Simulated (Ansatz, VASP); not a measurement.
B: VASP beside Ansatz

POSCAR

```
B
1.0
   -1.1319534076      1.1319534076      1.1319534076
    1.1319534076     -1.1319534076      1.1319534076
    1.1319534076      1.1319534076     -1.1319534076
B
1
Direct
    0.0000000000      0.0000000000      0.0000000000
```

Contents of INCAR.step1:

```
PREC     = Accurate       # precision mode
ENCUT    = 520            # plane-wave cutoff, eV
ISMEAR   = -1             # smearing method
SIGMA    = 0.1            # smearing width, eV
LREAL    = F              # projectors in reciprocal space
LASPH    = T              # aspherical terms in the spheres
NELM     = 60             # most SCF steps
NBANDS   = 8              # bands
GGA      = PE             # functional
ALGO     = Normal         # electronic algorithm
EDIFF    = 1E-4           # SCF threshold, eV
LWAVE    = T              # write WAVECAR
LCHARG   = F              # write CHGCAR
```

The input INCAR.step2:

```
PREC     = Accurate       # precision mode
ENCUT    = 520            # plane-wave cutoff, eV
EDIFF    = 1E-7           # SCF threshold, eV
ISMEAR   = -1             # smearing method
SIGMA    = 0.1            # smearing width, eV
LREAL    = F              # projectors in reciprocal space
LASPH    = T              # aspherical terms in the spheres
NELM     = 60             # most SCF steps
ALGO     = Normal         # electronic algorithm
ISIF     = 2              # what is computed and relaxed
LWAVE    = F              # write WAVECAR
LCHARG   = F              # write CHGCAR
METAGGA  = R2SCAN         # meta-GGA
LMIXTAU  = T            
NBANDS   = 8              # bands
ISTART   = 1
```

Contents of KPOINTS:

```
regular mesh
0
Gamma
  21 21 21
```

Input for Ansatz:

```yaml
crystal:
  lattice:
    - [-1.1319534076, 1.1319534076, 1.1319534076]
    - [1.1319534076, -1.1319534076, 1.1319534076]
    - [1.1319534076, 1.1319534076, -1.1319534076]
  atoms:
    - { symbol: B, position: [0.0, 0.0, 0.0] }
hamiltonian:
  xc: r2scan
  pseudopotentials:
    kind: paw
    azcp:
      B: "pseudopotentials/B.paw.azcp"
basis:
  ecutwfc: 500
  fft_grid_basis: typed
kpoints:
  mp_grid: { grid: [21, 21, 21], shift: [0, 0, 0] }
magnetization:
  spin_polarized: false
scf:
  occupations: { method: fermi_dirac, width: 0.1 }
  lower_state_search: "off"
output:
  stress: true
  write_density: true
  write_potential: true
  elf: true
  volumetric_format: npy
```

Alike in both runs: task single point; functional r2SCAN; k mesh 21 × 21 × 21; occupations fermi-dirac, width 0.1 eV; no spin polarisation.

|  | VASP | Ansatz |
| --- | --- | --- |
| version | VASP 6.6.1 | Ansatz 0.2.0 |
| potentials or method | VASP PAW PBE potentials, release 64 (B), cutoff 520 eV | plane waves (500 eV) with PAW, scalar-relativistic |
| valence electrons in the cell | 3 | 3 |

|  | VASP | Ansatz | Ansatz less VASP |
| --- | --- | --- | --- |
| pressure (GPa) | 10.4 | 10.7 | +0.27 |

VASP's potentials were made for PBE, not for r2SCAN. The functional is the same, so the differences come from potentials, cutoffs and numerics.
